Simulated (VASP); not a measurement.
Crystal: CsPbBr3.

```
Pb Cs Br
1.0
     5.87000    0.00000    0.00000
     0.00000    5.87000    0.00000
     0.00000    0.00000    5.87000
Pb Cs Br
1 1 3
Direct
  0.49643 0.49350 0.49965
  0.99665 0.99903 0.99438
  0.50649 0.50890 0.98857
  0.50406 0.00311 0.50401
  0.00619 0.49130 0.49411
```

This cell differs from its parent crystal: atoms moved at random.

Base run:

* Program: VASP 6.6.1
* Functional: PBE
* Potentials or basis: VASP PAW PBE potentials, release 64 (Pb_d, Cs_sv, Br)
* Cutoff: 520 eV
* k mesh: 5 × 5 × 5
* Occupations: fermi-dirac, width 0.05 eV
* Spin: no spin polarisation

Its results: band gap on the k mesh 2.59 eV; pressure 1.5 GPa; largest force 0.255 eV/Å.

Problem. The run is repeated on the same cell with these changes: functional from PBE to PBEsol. What comes out?

Solution. Band gap on the k mesh 2.51 eV; pressure 0.0 GPa; largest force 0.217 eV/Å.

PBEsol binds more tightly than PBE, so the same cell stands under less pressure.

Caveats: spin-orbit coupling is left out, which moves the levels of the heavy elements; the PAW data sets were made with another functional, which shifts forces and pressure a little (at least some runs).

A k mesh can miss the band edges.
